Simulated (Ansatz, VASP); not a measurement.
# One calculation of CsGa3Se2O6F6, two programs

File INCAR:

```
PREC = Accurate ; ENCUT = 520
EDIFF = 1E-8 ; ISMEAR = -1
SIGMA = 0.02 ; LREAL = Auto
LASPH = T ; NELM = 100
ALGO = Normal ; ISIF = 2
LWAVE = F ; LCHARG = F
GGA = PE ; LEFG = T
NBANDS = 162
```

Contents of KPOINTS:

```
regular mesh
0
Gamma
  4 4 2
```

POSCAR

```
CsGa3Se2O6F6
1.0
    7.1876000000      0.0000000000      0.0000000000
   -3.5938000000      6.2246441922      0.0000000000
    0.0000000000      0.0000000000     11.8681000000
Cs Ga Se O F
2 6 4 12 12
Direct
    0.6666666667      0.3333333333      0.0760300000
    0.3333333333      0.6666666667      0.5760300000
    0.6678000000      0.8339000000      0.2694700000
    0.8339000000      0.6678000000      0.7694700000
    0.1661000000      0.8339000000      0.2694700000
    0.3322000000      0.1661000000      0.7694700000
    0.1661000000      0.3322000000      0.2694700000
    0.8339000000      0.1661000000      0.7694700000
    0.0000000000      0.0000000000      0.4824000000
    0.0000000000      0.0000000000      0.9824000000
    0.3333333333      0.6666666667      0.0548000000
    0.6666666667      0.3333333333      0.5548000000
    0.7550000000      0.8775000000      0.4216000000
    0.8775000000      0.7550000000      0.9216000000
    0.1225000000      0.8775000000      0.4216000000
    0.2450000000      0.1225000000      0.9216000000
    0.1225000000      0.2450000000      0.4216000000
    0.8775000000      0.1225000000      0.9216000000
    0.5830000000      0.7915000000      0.1139000000
    0.7915000000      0.5830000000      0.6139000000
    0.2085000000      0.7915000000      0.1139000000
    0.4170000000      0.2085000000      0.6139000000
    0.2085000000      0.4170000000      0.1139000000
    0.7915000000      0.2085000000      0.6139000000
    0.8741000000      0.7482000000      0.2335000000
    0.1259000000      0.8741000000      0.7335000000
    0.2518000000      0.1259000000      0.2335000000
    0.1259000000      0.2518000000      0.7335000000
    0.8741000000      0.1259000000      0.2335000000
    0.7482000000      0.8741000000      0.7335000000
    0.4607000000      0.9214000000      0.3063000000
    0.5393000000      0.4607000000      0.8063000000
    0.0786000000      0.5393000000      0.3063000000
    0.5393000000      0.0786000000      0.8063000000
    0.4607000000      0.5393000000      0.3063000000
    0.9214000000      0.4607000000      0.8063000000
```

Input for Ansatz:

```yaml
crystal:
  lattice:
    - [7.1876, 0.0, 0.0]
    - [-3.5938, 6.2246441922, 0.0]
    - [0.0, 0.0, 11.8681]
  atoms:
    - { symbol: Cs, position: [0.6666666667, 0.3333333333, 0.07603] }
    - { symbol: Cs, position: [0.3333333333, 0.6666666667, 0.57603] }
    - { symbol: Ga, position: [0.6678, 0.8339, 0.26947] }
    - { symbol: Ga, position: [0.8339, 0.6678, 0.76947] }
    - { symbol: Ga, position: [0.1661, 0.8339, 0.26947] }
    - { symbol: Ga, position: [0.3322, 0.1661, 0.76947] }
    - { symbol: Ga, position: [0.1661, 0.3322, 0.26947] }
    - { symbol: Ga, position: [0.8339, 0.1661, 0.76947] }
    - { symbol: Se, position: [0.0, 0.0, 0.4824] }
    - { symbol: Se, position: [0.0, 0.0, 0.9824] }
    - { symbol: Se, position: [0.3333333333, 0.6666666667, 0.0548] }
    - { symbol: Se, position: [0.6666666667, 0.3333333333, 0.5548] }
    - { symbol: O, position: [0.755, 0.8775, 0.4216] }
    - { symbol: O, position: [0.8775, 0.755, 0.9216] }
    - { symbol: O, position: [0.1225, 0.8775, 0.4216] }
    - { symbol: O, position: [0.245, 0.1225, 0.9216] }
    - { symbol: O, position: [0.1225, 0.245, 0.4216] }
    - { symbol: O, position: [0.8775, 0.1225, 0.9216] }
    - { symbol: O, position: [0.583, 0.7915, 0.1139] }
    - { symbol: O, position: [0.7915, 0.583, 0.6139] }
    - { symbol: O, position: [0.2085, 0.7915, 0.1139] }
    - { symbol: O, position: [0.417, 0.2085, 0.6139] }
    - { symbol: O, position: [0.2085, 0.417, 0.1139] }
    - { symbol: O, position: [0.7915, 0.2085, 0.6139] }
    - { symbol: F, position: [0.8741, 0.7482, 0.2335] }
    - { symbol: F, position: [0.1259, 0.8741, 0.7335] }
    - { symbol: F, position: [0.2518, 0.1259, 0.2335] }
    - { symbol: F, position: [0.1259, 0.2518, 0.7335] }
    - { symbol: F, position: [0.8741, 0.1259, 0.2335] }
    - { symbol: F, position: [0.7482, 0.8741, 0.7335] }
    - { symbol: F, position: [0.4607, 0.9214, 0.3063] }
    - { symbol: F, position: [0.5393, 0.4607, 0.8063] }
    - { symbol: F, position: [0.0786, 0.5393, 0.3063] }
    - { symbol: F, position: [0.5393, 0.0786, 0.8063] }
    - { symbol: F, position: [0.4607, 0.5393, 0.3063] }
    - { symbol: F, position: [0.9214, 0.4607, 0.8063] }
kpoints:
  mp_grid: { grid: [4, 4, 2] }
scf:
  occupations: { method: fermi_dirac, width: 0.02 }
hamiltonian:
  xc: pbe
  pseudopotentials: { kind: paw }
output:
  forces: true
  stress: true
  populations: true
  efg:
    quadrupole_moments_barn: { Cs: -0.00343, Ga: 0.107, O: -0.02558 }
    contact_densities: true
```

Alike in both runs: task electric field gradients; functional PBE; k mesh 4 × 4 × 2; occupations fermi-dirac, width 0.02 eV; no spin polarisation.

|  | VASP | Ansatz |
| --- | --- | --- |
| version | VASP 6.6.1 | Ansatz 0.2.0 |
| potentials or method | VASP PAW PBE potentials, release 64 (Cs_sv, Ga_d, Se, O, F) | plane-wave PAW, scalar-relativistic |
| plane-wave cutoff (eV) | 520 | 420 |
| valence electrons in the cell | 276 | 316 |

Ansatz gave:

* gap on the k mesh at the Fermi level (eV): 5.16
* pressure (GPa): 6.6
* traceless stress, the component that is largest in VASP (GPa): -1.29
* rms of the force components (eV/Å): 0.387
* size of Vzz on the site where it differs most (V/Å²): 387.0

Question: Which values does VASP return?

Answer: gap on the k mesh at the Fermi level (eV): 5.14; pressure (GPa): 7.3; traceless stress, the component that is largest in VASP (GPa): -1.66; rms of the force components (eV/Å): 0.464; size of Vzz on the site where it differs most (V/Å²): 372.0.

Atom by atom the forces differ by 0.088 eV/Å (rms over components). The functional is the same, so the differences come from potentials, cutoffs and numerics. VASP's potentials hold 276 valence electrons a cell and Ansatz's 316, so a difference there can come from the potentials and not from the codes.

Spin-orbit coupling is off throughout.
